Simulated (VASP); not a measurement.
# Ru (P6_3/mmc) in VASP: further runs, part 2 of 2

VASP 6.6.1. Earlier steps stand in the parts before.

### Step 3. Single point, r2SCAN+rVV10

This run uses another cell than the first one, of 14.12 Å³/atom, 1.020 times its volume.

Input file POSCAR:

```
Ru
1.0
    2.7414067149      0.0000000000      0.0000000000
   -1.3707033574      2.3741278572      0.0000000000
    0.0000000000      0.0000000000      4.3382472512
Ru
2
Direct
    0.6666666667      0.3333333333      0.7500000000
    0.3333333333      0.6666666667      0.2500000000
```

Input file INCAR.step1:

```
SYSTEM = Ru
  PREC = Accurate
  ENCUT = 520
  ISMEAR = -1
  SIGMA = 0.05
  LREAL = .FALSE.
  LASPH = .TRUE.
  NELM = 80
  NBANDS = 21
  GGA = PE
  ALGO = Normal
  EDIFF = 1E-4
  LWAVE = .TRUE.
  LCHARG = .FALSE.
```

Input file INCAR.step2:

```
SYSTEM = Ru
  PREC = Accurate
  ENCUT = 520
  EDIFF = 1E-6
  ISMEAR = -1
  SIGMA = 0.05
  LREAL = .FALSE.
  LASPH = .TRUE.
  NELM = 80
  ALGO = Normal
  ISIF = 2
  LWAVE = .FALSE.
  LCHARG = .FALSE.
  METAGGA = R2SCAN
  LMIXTAU = .TRUE.
  LUSE_VDW = .TRUE.
  IVDW_NL = 2
  BPARAM = 11.95
  CPARAM = 0.0093
  NBANDS = 21
  ISTART = 1
```

Input file KPOINTS:

```
Automatic mesh
0
G
  11 11 6
  0 0 0
```

Potentials or basis: VASP PAW PBE potentials, release 64 (Ru_pv).

Started as:

```
$ cat potpaw_PBE.64/Ru_pv/POTCAR > POTCAR
$ cp INCAR.step1 INCAR
$ mpirun -np 1 vasp_std > vasp.out
$ cp INCAR.step2 INCAR
$ mpirun -np 1 vasp_std > vasp.out
```

OUTCAR:

```text
SYSTEM = Ru
   PREC = Accurate
   ENCUT = 520
   EDIFF = 1E-6
   ISMEAR = -1
   LREAL = .FALSE.
   LASPH = .TRUE.
   NELM = 80
   ISIF = 2
   METAGGA = R2SCAN
   IVDW_NL = 2
   BPARAM = 11.95
   ISTART = 1

 ion  position               nearest neighbor table
   1  0.667  0.333  0.750-   2 2.69   2 2.69   2 2.69   2 2.69   2 2.69   2 2.69
   2  0.333  0.667  0.250-   1 2.69   1 2.69   1 2.69   1 2.69   1 2.69   1 2.69

  LATTYP: Found a hexagonal cell.
 ALAT       =     2.7414067149
 C/A-ratio  =     1.5824894670

  Lattice vectors:

[... 192 lines left out ...]
      3     -32.0297      2.00000
      4     -31.8674      2.00000
      5     -31.8674      2.00000
      6     -31.8303      2.00000
[... 565 lines left out ...]
     20      20.3899      0.00000
     21      23.8606      0.00000

 [... further k-points ...]
[... 5 lines left out ...]
  --------------------------------------------------------------------------------------
  -------------------------------------------------------------------------------------
  Total       -2.4769181     -2.4769181     -2.7489130     -0.0000000      0.0000000     -0.0000000
  in kB     -140.5498384   -140.5498384   -155.9838713     -0.0000000      0.0000000     -0.0000000
  external PRESSURE =    -145.6945160 kB  Pullay stress =       0.0000000 kB

 VOLUME and BASIS-vectors are now :
 -----------------------------------------------------------------------------
  energy-cutoff  :      520.00
  volume of cell :       28.24
      direct lattice vectors                 reciprocal lattice vectors
     2.741406715  0.000000000  0.000000000     0.364776228  0.210603653  0.000000000
    -1.370703357  2.374127857  0.000000000     0.000000000  0.421207306  0.000000000
     0.000000000  0.000000000  4.338247251     0.000000000  0.000000000  0.230507839

 POSITION                                       TOTAL-FORCE (eV/Angst)
 -----------------------------------------------------------------------------------
      1.37070      0.79138      3.25369         0.000000      0.000000      0.000000
     -0.00000      1.58275      1.08456        -0.000000     -0.000000      0.000000
 -----------------------------------------------------------------------------------
    total drift:                                0.000000     -0.000000      0.000000

  FREE ENERGIE OF THE ION-ELECTRON SYSTEM (eV)
  ---------------------------------------------------
  free  energy   TOTEN  =       -50.3161382589 eV

  energy  without entropy=      -50.2991535209  energy(sigma->0) =      -50.30764589
```

OUTCAR.step1:

```text
SYSTEM = Ru
   PREC = Accurate
   ENCUT = 520
   ISMEAR = -1
   LREAL = .FALSE.
   LASPH = .TRUE.
[... 799 lines left out ...]
      1.37070      0.79138      3.25369         0.000000      0.000000      0.000000
     -0.00000      1.58275      1.08456        -0.000000      0.000000      0.000000
 -----------------------------------------------------------------------------------
    total drift:                                0.000000     -0.000000      0.000000

  FREE ENERGIE OF THE ION-ELECTRON SYSTEM (eV)
  ---------------------------------------------------
  free  energy   TOTEN  =       -18.4490178251 eV

  energy  without entropy=      -18.4312327880  energy(sigma->0) =      -18.44012531
```

Wall time 84 s (1 thread of Intel Xeon 6975P-C, shared host); peak memory 0.23 GiB.

What came out:

```
Free energy            : -50.3161 eV
Pressure               : -14.6 GPa
Band gap on the k mesh : zero (band 14 reaches 13.48 eV, above the bottom of band 15 at 10.46 eV)
```

Levels at points of the mesh, in eV from the Fermi level:
```csv
k point,band 11,band 12,band 13,band 14,band 15,band 16,band 17,band 18
"(0.00, 0.00, 0.00)",-2.31,-1.81,-1.81,-1.31,-1.31,1.23,1.23,1.35
"(0.00, 0.00, 0.50)",-2.65,-2.65,-2.64,-2.64,0.59,0.59,0.59,0.59
```

Caveat: the PAW data sets were made with another functional, which shifts forces and pressure a little.
